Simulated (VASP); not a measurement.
# Al2Au (P1) in VASP: notebook

The runs below take Al2Au through single point, with r2SCAN+D3(BJ).

Everything below comes from runs of VASP 6.6.1. Logs are shortened: lines on timing, memory, paths and dates and some standing lists are left out, and cuts for length are marked.

### 1 The cell of the first run

The typed cell holds 3 atoms: a = 4.208 Å, b = 4.205 Å, c = 4.285 Å, α = 59.86°, β = 60.09°, γ = 60.18°.

### 2 Single point, r2SCAN+D3(BJ)

File POSCAR:

```
Al2Au
1.0
    0.0065590317      2.9914276034      2.9594610592
    2.9941330792      0.0136172287      2.9524128456
    3.0345454997      3.0247918103     -0.0267951919
Al Au
2 1
Direct
    0.3017200000      0.2537600000      0.1846200000
    0.7680600000      0.7266100000      0.7436800000
    0.9971400000      0.9727200000      0.0173000000
```

File INCAR.step1:

```
SYSTEM = Al2Au
ALGO = Normal
EDIFF = 1E-5
ENCUT = 550
GGA = PE
GGA_COMPAT = .False.
ISMEAR = -1
LASPH = .True.
LCHARG = .False.
LREAL = .False.
LWAVE = .True.
NBANDS = 16
NELM = 120
PREC = Accurate
SIGMA = 0.02
```

File INCAR.step2:

```
SYSTEM = Al2Au
ALGO = Normal
EDIFF = 1E-6
ENCUT = 550
GGA_COMPAT = .False.
ISIF = 2
ISMEAR = -1
ISTART = 1
IVDW = 12
LASPH = .True.
LCHARG = .False.
LMIXTAU = .True.
LREAL = .False.
LWAVE = .False.
METAGGA = R2SCAN
NBANDS = 16
NELM = 120
PREC = Accurate
SIGMA = 0.02
VDW_A1 = 0.49484001
VDW_A2 = 5.73083694
VDW_S6 = 1.0
VDW_S8 = 0.78981345
```

File KPOINTS:

```
k-points
0
Gamma
  5 5 5
  0 0 0
```

Potentials or basis: VASP PAW PBE potentials, release 64 (Al, Au).

Command:

```console
> cat potpaw_PBE.64/Al/POTCAR potpaw_PBE.64/Au/POTCAR > POTCAR
> cp INCAR.step1 INCAR
> mpirun -np 1 vasp_std > vasp.out
> cp INCAR.step2 INCAR
> mpirun -np 1 vasp_std > vasp.out
```

OUTCAR:

```text
SYSTEM = Al2Au
   EDIFF = 1E-6
   ENCUT = 550
   ISIF = 2
   ISMEAR = -1
   ISTART = 1
   IVDW = 12
   LASPH = .True.
   LREAL = .False.
   METAGGA = R2SCAN
   NELM = 120
   PREC = Accurate
 IVDW          = 12

 ion  position               nearest neighbor table
   1  0.302  0.254  0.185-   3 2.41   3 2.49   3 2.61   2 2.79   3 2.91   2 2.92   2 2.93   2 3.09
                             2 3.12   2 3.15
   2  0.768  0.727  0.744-   3 2.54   3 2.59   3 2.59   3 2.66   1 2.79   1 2.92   1 2.93   1 3.09
                             1 3.12   1 3.15
   3  0.997  0.973  0.017-   1 2.41   1 2.49   2 2.54   2 2.59   2 2.59   1 2.61   2 2.66   1 2.91

  LATTYP: Found a triclinic cell.
 ALAT       =     7.2790590500
 B/A-ratio  =     0.5780938883
 C/A-ratio  =     0.8273593962
 COS(alpha) =     0.0031521662
 COS(beta)  =     0.4108736860
 COS(gamma) =     0.8653249235

  Lattice vectors:

 A1 = (  -3.0006921109,  -3.0050448321,  -5.9118739048)
 A2 = (  -0.0065590317,  -2.9914276034,  -2.9594610592)
 A3 = (  -6.0221195472,  -0.0469814356,   0.0338434055)

Analysis of symmetry for initial positions (statically):
=====================================================================
 Subroutine PRICEL returns:
 Original cell was already a primitive cell.

 Routine SETGRP: Setting up the symmetry group for a
 triclinic supercell.

 Subroutine GETGRP returns: Found  1 space group operations
 (whereof  1 operations were pure point group operations)
 out of a pool of  2 trial point group operations.

The static configuration has the point symmetry C_1 .

Analysis of symmetry for dynamics (positions and initial velocities):
=====================================================================
 Subroutine PRICEL returns:
 Original cell was already a primitive cell.

 Routine SETGRP: Setting up the symmetry group for a
 triclinic supercell.

 Subroutine GETGRP returns: Found  1 space group operations
 (whereof  1 operations were pure point group operations)
 out of a pool of  2 trial point group operations.

The dynamic configuration has the point symmetry C_1 .

 Subroutine INISYM returns: Found  1 space group operations
 (whereof  1 operations are pure point group operations),
 and found     1 'primitive' translations

----------------------------------------------------------------------------------------

                                     Primitive cell

  volume of cell :      53.6628

  direct lattice vectors                    reciprocal lattice vectors
     0.006559032  2.991427603  2.959461059    -0.166424515  0.168449391  0.167999314
     2.994133079  0.013617229  2.952412846     0.168308697 -0.167356184  0.168790856
     3.034545500  3.024791810 -0.026795192     0.163831107  0.164763330 -0.166906114

  length of vectors
     4.207979549  4.204968482  4.284687838     0.290337882  0.291249485  0.286086067

  position of ions in fractional coordinates (direct lattice)
     0.301720000  0.253760000  0.184620000
     0.768060000  0.726610000  0.743680000
     0.997140000  0.972720000  0.017300000

  ion indices of the primitive-cell ions
   primitive index   ion index
                 1           1
                 2           2
                 3           3

----------------------------------------------------------------------------------------

 KPOINTS: k-points

Automatic generation of k-mesh.
 Grid dimensions read from file:
 generate k-points for:    5    5    5

 Generating k-lattice:

  Cartesian coordinates                     Fractional coordinates (reciprocal lattice)
    -0.033284903  0.033689878  0.033599863     0.200000000  0.000000000  0.000000000
     0.033661739 -0.033471237  0.033758171     0.000000000  0.200000000  0.000000000
     0.032766221  0.032952666 -0.033381223     0.000000000  0.000000000  0.200000000

  Length of vectors
     0.058067576  0.058249897  0.057217213

  Shift w.r.t. Gamma in fractional coordinates (k-lattice)
     0.000000000  0.000000000  0.000000000

 Subroutine IBZKPT returns following result:
 ===========================================

 Found     63 irreducible k-points:

 Following reciprocal coordinates:
            Coordinates               Weight
  0.000000  0.000000  0.000000      1.000000
  0.200000  0.000000  0.000000      2.000000
  0.400000  0.000000 -0.000000      2.000000
  0.000000  0.200000 -0.000000      2.000000
  0.200000  0.200000 -0.000000      2.000000
  0.400000  0.200000 -0.000000      2.000000
[... 16 lines left out ...]
 -0.200000  0.200000  0.200000      2.000000
  0.000000  0.400000  0.200000      2.000000
 [... further k-points ...]
   k-points           NKPTS =     63   k-points in BZ     NKDIM =     63   number of bands    NBANDS=     16
   number of dos      NEDOS =    301   number of ions     NIONS =      3
   total plane-waves  NPLWV =  36864
   dimension x,y,z NGX =    32 NGY =   32 NGZ =   36
   dimension x,y,z NGXF=    64 NGYF=   64 NGZF=   72
   ions per type =               2   1
   NGX,Y,Z   is equivalent  to a cutoff of  12.64, 12.65, 13.97 a.u.
   NGXF,Y,Z  is equivalent  to a cutoff of  25.28, 25.30, 27.94 a.u.
 SYSTEM =  Al2Au
   PREC   = accura    normal or accurate (medium, high low for compatibility)
   ISTART =      1    job   : 0-new  1-cont  2-samecut
   ICHARG =      0    charge: 1-file 2-atom 10-const
   ISPIN  =      1    spin polarized calculation?
   LNONCOLLINEAR =      F non collinear calculations
   LSORBIT =      F    spin-orbit coupling
   LASPH  =      T    aspherical Exc in radial PAW
   ENCUT  =  550.0 eV  40.42 Ry    6.36 a.u.   8.05  8.04  8.19*2*pi/ulx,y,z
   NELM   =    120;   NELMIN=  2; NELMDL=  0     # of ELM steps
   EDIFF  = 0.1E-05   stopping-criterion for ELM
   LREAL  =      F    real-space projection
   EDIFFG = 0.1E-04   stopping-criterion for IOM
   NSW    =      0    number of steps for IOM
   IBRION =     -1    ionic relax: 0-MD 1-quasi-New 2-CG
   NFREE  =      0    steps in history (QN), initial steepest desc. (CG)
   ISIF   =      2    stress and relaxation
   ISYM   =      2    0-nonsym 1-usesym 2-fastsym
   POTIM  = 0.5000    time-step for ionic-motion
   TEBEG  =    0.0;   TEEND  =   0.0 temperature during run
   PSTRESS=    0.0 pullay stress
   NELECT =      17.0000    total number of electrons
   NUPDOWN=      -1.0000    fix difference up-down
   EMIN   =  10.00;   EMAX   =-10.00  energy-range for DOS
   EFERMI =   0.00;   METHOD = LEGACY
   ISMEAR =    -1;   SIGMA  =   0.02  broadening in eV -4-tet -1-fermi 0-gaus
   EFERMI_NEDOS =   21; number of points for ismear=-14 and -15
   IALGO  =     38    algorithm
   IMIX   =      4    mixing-type and parameters
     AMIX     =   0.40;   BMIX     =  1.00
     AMIX_MAG =   1.60;   BMIX_MAG =  1.00
  volume/ion in A,a.u.               =      17.89       120.71
  Fermi-wavevector in a.u.,A,eV,Ry     =   1.116007  2.108947 16.945661  1.245471
  Thomas-Fermi vector in A             =   2.252617
   LORBIT       =      0    0 simple, 1 ext, 2 COOP (PROOUT), +10 PAW based schemes
   METAGGA = R2SCAN    functional components
   LHFCALC =     F    Hartree Fock is set to
   AEXX    =    0.0000 exact exchange contribution
   IVDW    =    12    specifies the selected vdW correction
   LEPSILON=     F    determine dielectric tensor
   LRPA    =     F    only Hartree local field effects (RPA)
 non-spin polarized calculation
  energy-cutoff  :      550.00
  volume of cell :       53.66
 maximum number of plane-waves:      1585
   NGX = 17   NGY = 17   NGZ = 17

 number of electron      17.0000000 magnetization

 Free energy of the ion-electron system (eV)
  ---------------------------------------------------
  ext. energy  EPLUGINS =         0.00000000
  ---------------------------------------------------
  free energy    TOTEN  =       -65.31595758 eV

  energy without entropy =      -65.31483185  energy(sigma->0) =      -65.31539471

 E-fermi :   7.6782     XC(G=0): -11.2874

 val. band max:        7.6771856031   @ k =  -0.4000   0.4000   0.4000
 cond. band min:       7.7453319359   @ k =   0.2000   0.2000  -0.0000
 fundamental gap:      0.0681463328
 Fermi energy:         7.6781966869

 k-point     1 :       0.0000    0.0000    0.0000
  band No.  band energies     occupation
      1      -3.3995      2.00000
      2       0.6635      2.00000
      3       0.6864      2.00000
      4       0.8995      2.00000
      5       1.7234      2.00000
      6       1.8068      2.00000
[... 8 lines left out ...]
     15      14.3280      0.00000
     16      14.4927      0.00000

 k-point     2 :       0.2000    0.0000    0.0000
  band No.  band energies     occupation
      1      -2.8302      2.00000
      2       0.5176      2.00000
      3       0.8603      2.00000
      4       1.0115      2.00000
      5       1.7040      2.00000
      6       1.7630      2.00000
[... 8 lines left out ...]
     15      14.1165      0.00000
     16      14.5503      0.00000

 k-point     3 :       0.4000    0.0000   -0.0000
  band No.  band energies     occupation
      1      -1.4168      2.00000
      2       0.4917      2.00000
      3       1.0915      2.00000
      4       1.1060      2.00000
      5       1.7825      2.00000
      6       1.8428      2.00000
[... 8 lines left out ...]
     15      16.5859      0.00000
     16      17.1085      0.00000

 k-point     4 :       0.0000    0.2000   -0.0000
  band No.  band energies     occupation
      1      -2.8306      2.00000
      2       0.5414      2.00000
      3       0.8372      2.00000
      4       1.0024      2.00000
      5       1.7092      2.00000
      6       1.7648      2.00000
[... 8 lines left out ...]
     15      14.1690      0.00000
     16      14.4889      0.00000
[... 324 lines left out ...]
 k-point    22 :      -0.4000    0.2000    0.2000
  band No.  band energies     occupation
      1      -0.6050      2.00000
      2       0.4571      2.00000
      3       1.1476      2.00000
      4       1.3173      2.00000
      5       1.5676      2.00000
      6       1.8121      2.00000
[... 8 lines left out ...]
     15      16.7075      0.00000
     16      17.0143      0.00000

 k-point    23 :      -0.2000    0.2000    0.2000
  band No.  band energies     occupation
      1      -1.4518      2.00000
      2       0.3012      2.00000
      3       1.1122      2.00000
      4       1.2288      2.00000
      5       1.6044      2.00000
      6       1.9378      2.00000
[... 8 lines left out ...]
     15      17.7957      0.00000
     16      18.3050      0.00000

 k-point    24 :       0.0000    0.4000    0.2000
  band No.  band energies     occupation
      1      -1.4289      2.00000
      2       0.3380      2.00000
      3       1.1605      2.00000
      4       1.1968      2.00000
      5       1.5931      2.00000
      6       1.9037      2.00000
[... 8 lines left out ...]
     15      17.6091      0.00000
     16      18.1914      0.00000

 [... further k-points ...]

------------------------ aborting loop because EDIFF is reached ----------------------------------------

 Edisp (eV)   -0.57302

 E8    (eV) :    -0.2038

  FORCE on cell =-STRESS in cart. coord.  units (eV):
  Direction    XX          YY          ZZ          XY          YZ          ZX
  --------------------------------------------------------------------------------------
  -------------------------------------------------------------------------------------
  Total       0.60957     0.76282     0.71411    -1.66262     0.62738     0.24387
  in kB      18.19965    22.77504    21.32090   -49.63982    18.73140     7.28106
  external pressure =       20.77 kB  Pullay stress =        0.00 kB

 VOLUME and BASIS-vectors are now :
 -----------------------------------------------------------------------------
  energy-cutoff  :      550.00
  volume of cell :       53.66
      direct lattice vectors                 reciprocal lattice vectors
     0.006559032  2.991427603  2.959461059    -0.166424515  0.168449391  0.167999314
     2.994133079  0.013617229  2.952412846     0.168308697 -0.167356184  0.168790856
     3.034545500  3.024791810 -0.026795192     0.163831107  0.164763330 -0.166906114

 POSITION                                       TOTAL-FORCE (eV/Angst)
 -----------------------------------------------------------------------------------
      1.32201      1.46447      1.63719         0.674600      0.027831     -1.427881
      4.43734      4.55697      4.39837         0.021131     -0.159929      0.174222
      2.97149      3.04845      5.82240        -0.695730      0.132098      1.253659
 -----------------------------------------------------------------------------------
    total drift:                                0.001576     -0.002857      0.001060

  FREE ENERGIE OF THE ION-ELECTRON SYSTEM (eV)
  ---------------------------------------------------
  free  energy   TOTEN  =       -65.8889761180 eV

  energy  without entropy=      -65.8878503898  energy(sigma->0) =      -65.88841325
```

Wall time 2.8 min (1 thread of Intel Xeon 8259CL, shared host); peak memory 0.24 GiB.

Results:

* Free energy: -65.8890 eV
* Pressure: 2.1 GPa
* Largest force: 1.579 eV/Å
* Band gap on the k mesh: zero (an odd number of electrons rules out a gap without spin polarisation)
* Dispersion energy per atom: -0.191 eV

Forces in eV/Å, atoms in the order of the input:
```
Al   0.675  0.028 -1.428
Al   0.021 -0.160  0.174
Au  -0.696  0.132  1.254
```

Stress tensor (GPa, compression positive):
```
 1.82 -4.96  0.73
-4.96  2.28  1.87
 0.73  1.87  2.13
```

Caveat: the k points lie up to 0.37 Å⁻¹ apart, too coarse for converged energies and pressures of a metal; the PAW data sets were made with another functional, which shifts forces and pressure a little; spin-orbit coupling is left out, which moves the levels of the heavy elements.

### 3 Single point, r2SCAN+D3(BJ)

This run uses another cell than the first one, of 17.98 Å³/atom.

File POSCAR:

```
Al2Au
1.0
    0.0065700000      2.9964300000      2.9644100000
    2.9991400000      0.0136400000      2.9573500000
    3.0396200000      3.0298500000     -0.0268400000
Al Au
2 1
Direct
    0.3017200000      0.2537600000      0.1846200000
    0.7680600000      0.7266100000      0.7436800000
    0.9971400000      0.9727200000      0.0173000000
```

INCAR.step1 is that of step 2.

INCAR.step2 is that of step 2.

KPOINTS is that of step 2.

Potentials or basis: VASP PAW PBE potentials, release 64 (Al, Au).

Command:

```console
> cat potpaw_PBE.64/Al/POTCAR potpaw_PBE.64/Au/POTCAR > POTCAR
> cp INCAR.step1 INCAR
> mpirun -np 1 vasp_std > vasp.out
> cp INCAR.step2 INCAR
> mpirun -np 1 vasp_std > vasp.out
```

Wall time 3.5 min (1 thread of Intel Xeon 8259CL, shared host); peak memory 0.24 GiB.

The run converged. Its results:

| Item | Value |
| --- | --- |
| Free energy | -65.8919 eV |
| Pressure | 1.4 GPa |
| Largest force | 1.551 eV/Å |
| Band gap on the k mesh | zero (an odd number of electrons rules out a gap without spin polarisation) |
| Dispersion energy per atom | -0.190 eV |

Forces on the atoms (eV/Å):
```
Al   0.662  0.026 -1.402
Al   0.020 -0.157  0.172
Au  -0.682  0.131  1.230
```

Stress tensor (GPa, compression positive):
```
 1.18 -4.83  0.70
-4.83  1.63  1.82
 0.70  1.82  1.50
```

Levels at points of the mesh, in eV from the Fermi level:
```csv
k point,band 7,band 8,band 9,band 10,band 11,band 12
"(0.00, 0.00, 0.00)",2.53,2.81,3.13,3.34,4.26,4.49
```

Caveat: the k points lie up to 0.37 Å⁻¹ apart, too coarse for converged energies and pressures of a metal; the PAW data sets were made with another functional, which shifts forces and pressure a little; spin-orbit coupling is left out, which moves the levels of the heavy elements.

[end of part 1 of 2]
